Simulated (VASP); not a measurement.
GaP: single point with PBE

GaP:

```
CELL_PARAMETERS angstrom
-5.50512 5.50512 5.50512
5.50512 -5.50512 5.50512
5.50512 5.50512 -5.50512
ATOMIC_POSITIONS crystal
Ga 0.50000 0.50000 0.00000
Ga 0.50000 0.75000 0.75000
Ga 0.50000 0.00000 0.50000
Ga 0.75000 0.25000 0.00000
Ga 0.50000 0.25000 0.25000
Ga 0.75000 0.50000 0.75000
Ga 0.75000 0.75000 0.50000
Ga 0.00000 0.00000 0.00000
Ga 0.75000 0.00000 0.25000
Ga 0.00000 0.25000 0.75000
Ga 0.00000 0.50000 0.50000
Ga 0.25000 0.75000 0.00000
Ga 0.00000 0.75000 0.25000
Ga 0.25000 0.00000 0.75000
Ga 0.25000 0.25000 0.50000
Ga 0.25000 0.50000 0.25000
P 0.25000 0.50000 0.00000
P 0.25000 0.75000 0.75000
P 0.25000 0.00000 0.50000
P 0.50000 0.25000 0.00000
P 0.25000 0.25000 0.25000
P 0.50000 0.50000 0.75000
P 0.50000 0.75000 0.50000
P 0.75000 0.00000 0.00000
P 0.50000 0.00000 0.25000
P 0.75000 0.25000 0.75000
P 0.75000 0.50000 0.50000
P 0.00000 0.75000 0.00000
P 0.75000 0.75000 0.25000
P 0.00000 0.00000 0.75000
P 0.00000 0.25000 0.50000
P 0.00000 0.50000 0.25000
```

```json
{
  "Program": "VASP 6.6.1",
  "Task": "single point",
  "Functional": "PBE",
  "Potentials or basis": "VASP PAW PBE potentials, release 64 (Ga_d, P)",
  "Cutoff": "520 eV",
  "k mesh": "2 × 2 × 2, shifted",
  "Occupations": "gaussian, width 0.02 eV",
  "Spin": "no spin polarisation"
}
```

```
Pressure               : 0.1 GPa
Band gap on the k mesh : 2.30 eV
```

Levels at points of the mesh, in eV from the valence-band top:
```csv
k point,band 140,band 141,band 142,band 143,band 144,band 145,band 146,band 147,band 148,band 149
"(0.25, 0.25, 0.25)",-0.02,-0.02,-0.02,-0.02,-0.02,2.67,2.67,2.67,2.67,3.09
```

Wall time 16 min on 1 thread of Intel Xeon 8259CL (shared host), peak memory 0.78 GiB.

Caveat: a shifted mesh leaves out Γ, where band edges can lie. A k mesh can miss the band edges.
